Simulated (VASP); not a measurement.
Write the native input for VASP 6.6.1 that does the following.

```
Task                   : single point
Functional             : PBE
Potentials or basis    : VASP PAW PBE potentials, release 64 (Si, C)
Cutoff                 : 520 eV
k mesh                 : 6 × 6 × 2
Occupations            : fermi-dirac, width 0.05 eV
Spin                   : no spin polarisation
Dipole correction      : no
Further INCAR settings : ALGO = Normal; EDIFF = 1e-06; NBANDS = 26
```

The structure of SiC lies in POSCAR:

```
SiC
1.0
    3.0756941497      0.0000000000      0.0000000000
   -1.5378470748      2.6636292679      0.0000000000
    0.0000000000      0.0000000000     10.0706464800
Si C
4 4
Direct
    0.0000000000      0.0000000000      0.1878943800
    0.0000000000      0.0000000000      0.6878943800
    0.3333333333      0.6666666667      0.4378419800
    0.6666666667      0.3333333333      0.9378419800
    0.0000000000      0.0000000000      0.0004600500
    0.0000000000      0.0000000000      0.5004600500
    0.3333333333      0.6666666667      0.2498025900
    0.6666666667      0.3333333333      0.7498025900
```

One way to write it, as run:

INCAR

```
SYSTEM = SiC
ALGO = Normal
EDIFF = 1E-6
ENCUT = 520
GGA = PE
ISIF = 2
ISMEAR = -1
LASPH = .True.
LCHARG = .True.
LELF = .True.
LREAL = .False.
LVHAR = .True.
LWAVE = .False.
NBANDS = 26
NELM = 80
PREC = Accurate
SIGMA = 0.05
```

KPOINTS

```
k-points
0
Gamma
  6 6 2
  0 0 0
```

Potentials or basis: VASP PAW PBE potentials, release 64 (Si, C).

The run is started by

```bash
$ cat potpaw_PBE.64/Si/POTCAR potpaw_PBE.64/C/POTCAR > POTCAR
$ mpirun -np 1 vasp_std > vasp.out
```

It gave:

| Item | Value |
| --- | --- |
| Pressure | 3.9 GPa |
| Largest force | 0.006 eV/Å |
| Band gap on the k mesh | 2.22 eV, indirect (least direct gap 3.35 eV) |

It took 38 s on 1 thread of Intel Xeon 8259CL, with other jobs on the host, peak memory 0.19 GiB.
